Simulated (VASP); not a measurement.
Write the native input for VASP 6.6.1 that does the following.

```yaml
Task: single point
Functional: PBEsol
Potentials_or_basis: VASP PAW PBE potentials, release 64 (Ta_pv, C)
Cutoff: 600 eV
k_mesh: 8 × 8 × 8
Occupations: methfessel-paxton, width 0.1 eV
Spin: no spin polarisation
Dipole_correction: no
Further_INCAR_settings: ALGO = Normal; EDIFF = 1e-06; NBANDS = 14
```

The structure of TaC lies in POSCAR:

```
TaC
1.0
    0.0000000000      2.2230000000      2.2230000000
    2.2230000000      0.0000000000      2.2230000000
    2.2230000000      2.2230000000      0.0000000000
Ta C
1 1
Direct
    0.0000000000      0.0000000000      0.0000000000
    0.5000000000      0.5000000000      0.5000000000
```

These files were run (other wordings do the same):

INCAR

```
PREC = Accurate
ENCUT = 600
EDIFF = 1E-6
ISMEAR = 1
SIGMA = 0.1
LREAL = False
LASPH = True
NELM = 120
ALGO = Normal
ISIF = 2
LWAVE = False
LCHARG = False
GGA = PS
NBANDS = 14
GGA_COMPAT = False
```

KPOINTS

```
Automatic mesh
0
Gamma
  8 8 8
```

Potentials or basis: VASP PAW PBE potentials, release 64 (Ta_pv, C).

Launch:

```sh
$ cat potpaw_PBE.64/Ta_pv/POTCAR potpaw_PBE.64/C/POTCAR > POTCAR
$ mpirun -np 1 vasp_std > vasp.out
```

Results of the run:

- Pressure: -0.6 GPa
- Band gap on the k mesh: zero (an odd number of electrons rules out a gap without spin polarisation)

Caveat: the PAW data sets were made with another functional, which shifts forces and pressure a little; spin-orbit coupling is left out, which moves the levels of the heavy elements.

It took 19 s on 1 thread of AMD EPYC 7R43 64-Core Processor (Zen 3), with other jobs on the host, peak memory 0.13 GiB.
